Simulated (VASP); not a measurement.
A run of VASP 6.6.1 is set up as follows.

INCAR

```
SYSTEM = Si
PREC = Accurate
ENCUT = 520
EDIFF = 1E-6
ISMEAR = 0
SIGMA = 0.03
LREAL = .FALSE.
LASPH = .TRUE.
NELM = 60
ALGO = Normal
ISIF = 2
LWAVE = .FALSE.
LCHARG = .FALSE.
NBANDS = 16
```

The input KPOINTS:

```
Automatic mesh
0
G
  10 10 10
  0 0 0
```

Contents of POSCAR:

```
Si
1.0
   -3.3010168807      3.3010168807      1.9082539665
    3.3010168807     -3.3010168807      1.9082539665
    3.3010168807      3.3010168807     -1.9082539665
Si
4
Direct
    0.1758160681      0.1788454376      0.3546615057
    0.8181251929      0.8211545624      0.6392797553
    0.1818748071      0.8211545624      0.0030293695
    0.8241839319      0.1788454376      0.0030293695
```

Potentials or basis: VASP PAW LDA potentials, release 64 (Si).

Command:

```bash
$ cat potpaw_LDA.64/Si/POTCAR > POTCAR
$ mpirun -np 1 vasp_std > vasp.out
```

(1) What does it give for the pressure?

(2) Predict the band gap on the k mesh.

(3) What does it give for the largest force?

Results:

(1) 0.1 GPa.

(2) 0.19 eV (least direct gap 0.26 eV).

(3) 0.353 eV/Å.

Caveat: the cell differs from its parent crystal (atoms displaced along a vibrational mode).
